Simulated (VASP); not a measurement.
Runs of VASP 6.6.1 on SbSe2. The structure is that of space group P-4m2 (No. 115), or close to it. The cells are those of the table. 

| task | cell | k mesh | cutoff (eV) | gap on the mesh (eV) | pressure (GPa) | largest force (eV/Å) |
| --- | --- | --- | --- | --- | --- | --- |
| single point | a = 4.249, b = 4.249, c = 5.570 Å, 3 atoms | 12 × 12 × 8 | 520 | none | 0.0 | - |
| relaxation of cell and atoms | relaxed from a = 3.941, b = 3.941, c = 5.844 Å, 3 atoms | 4 × 4 × 4 | 600 | none | 0.1 | 0.01 |
| single point | a = 3.941, b = 3.941, c = 5.844 Å, 3 atoms | 4 × 4 × 4 | 520 | none | (a) | 0.68 |
| single point | a = 4.267, b = 4.267, c = 6.399 Å, 3 atoms | 4 × 4 × 4 | 520 | none | (b) | 0.02 |

Alike in all rows: level PBE; potentials or basis VASP PAW PBE potentials, release 64 (Sb, Se); no spin polarisation; smearing gaussian 0.1 eV.

Problem. Estimate the missing entries.

Solution. (a) 6.0; (b) 0.2.

Caveats: some runs use coarse meshes; spin-orbit coupling is left out, which moves the levels of the heavy elements; this functional lacks dispersion, which binds the layers, so the pressure and a relaxed spacing across them are unreliable (some runs).

A k mesh can miss the band edges, and the runs leave out spin-orbit coupling on Sb, Se.

A gap of «none» marks levels without a gap at the run's occupations.
